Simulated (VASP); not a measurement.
A run of VASP 6.6.1 is set up as follows.

The input INCAR:

```
PREC = Accurate
ENCUT = 520
EDIFF = 1E-7
ISMEAR = 0
SIGMA = 0.15
LREAL = False
LASPH = True
NELM = 60
ALGO = Fast
ISIF = 2
LWAVE = False
LCHARG = False
NBANDS = 18
```

KPOINTS

```
regular mesh
0
Gamma
  18 18 10
```

POSCAR

```
Sc
1.0
    3.3087978973      0.0000000000      0.0000000000
   -1.6543989486      2.8655030350      0.0000000000
    0.0000000000      0.0000000000      5.4260400000
Sc
2
Direct
    0.3333333333      0.6666666667      0.2500000000
    0.6666666667      0.3333333333      0.7500000000
```

Potentials or basis: VASP PAW LDA potentials, release 64 (Sc_sv).

Launch:

```bash
$ cat potpaw_LDA.64/Sc_sv/POTCAR > POTCAR
$ mpirun -np 1 vasp_std > vasp.out
```

**Question.** Estimate the pressure.

**Answer.** -6.3 GPa.

**Question.** What does it give for the band gap on the k mesh?

**Answer.** Zero (band 11 reaches 3.96 eV, above the bottom of band 12 at 2.81 eV).

Stress tensor (GPa, compression positive):
```
-5.21  0.00  0.00
 0.00 -5.21  0.00
 0.00  0.00 -8.51
```

Caveat: the cell differs from its parent crystal (strain +0.000 along x and y, +0.030 along z).
